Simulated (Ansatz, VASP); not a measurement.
**One calculation of Sr, two programs**

File INCAR:

```
PREC = Accurate
ENCUT = 520
EDIFF = 1E-8
ISMEAR = -1
SIGMA = 0.03
LREAL = False
LASPH = True
NELM = 80
ALGO = Normal
ISIF = 2
LWAVE = False
LCHARG = False
GGA = PE
LEFG = True
NBANDS = 17
```

File KPOINTS:

```
Automatic mesh
0
Gamma
  9 9 5
```

Contents of POSCAR:

```
Sr
1.0
    4.2886105094      0.0000000000      0.0000000000
   -2.1443052547      3.7140456480      0.0000000000
    0.0000000000      0.0000000000      7.1205000000
Sr
2
Direct
    0.3333333333      0.6666666667      0.2500000000
    0.6666666667      0.3333333333      0.7500000000
```

Input for Ansatz:

```yaml
crystal:
  lattice:
    - [4.2886105094, 0.0, 0.0]
    - [-2.1443052547, 3.714045648, 0.0]
    - [0.0, 0.0, 7.1205]
  atoms:
    - { symbol: Sr, position: [0.3333333333, 0.6666666667, 0.25] }
    - { symbol: Sr, position: [0.6666666667, 0.3333333333, 0.75] }
kpoints:
  mp_grid: { grid: [9, 9, 5] }
scf:
  occupations: { method: fermi_dirac, width: 0.03 }
hamiltonian:
  xc: pbe
  pseudopotentials: { kind: paw }
output:
  forces: true
  stress: true
  eigenvalues: true
  efg: { contact_densities: true }
```

Change from the starting cell: z stretched by +1 % at fixed volume, PAW files.

Alike in both runs: task electric field gradients; functional PBE; k mesh 9 × 9 × 5; occupations fermi-dirac, width 0.03 eV; no spin polarisation.

|  | VASP | Ansatz |
| --- | --- | --- |
| version | VASP 6.6.1 | Ansatz 0.2.0 |
| potentials or method | VASP PAW PBE potentials, release 64 (Sr_sv) | PAW with Ansatz's default frozen-core files, scalar-relativistic |
| plane-wave cutoff (eV) | 520 | 420 |
| valence electrons in the cell | 20 | 20 |

|  | VASP | Ansatz | Ansatz less VASP |
| --- | --- | --- | --- |
| pressure (GPa) | -0.2 | -0.2 | 0.00 |
| traceless stress, the component that is largest in VASP (GPa) | -0.12 | -0.12 | +0.003 |
| size of Vzz on the site where it differs most (V/Å²) | 8.0 | 8.2 | +0.21 |
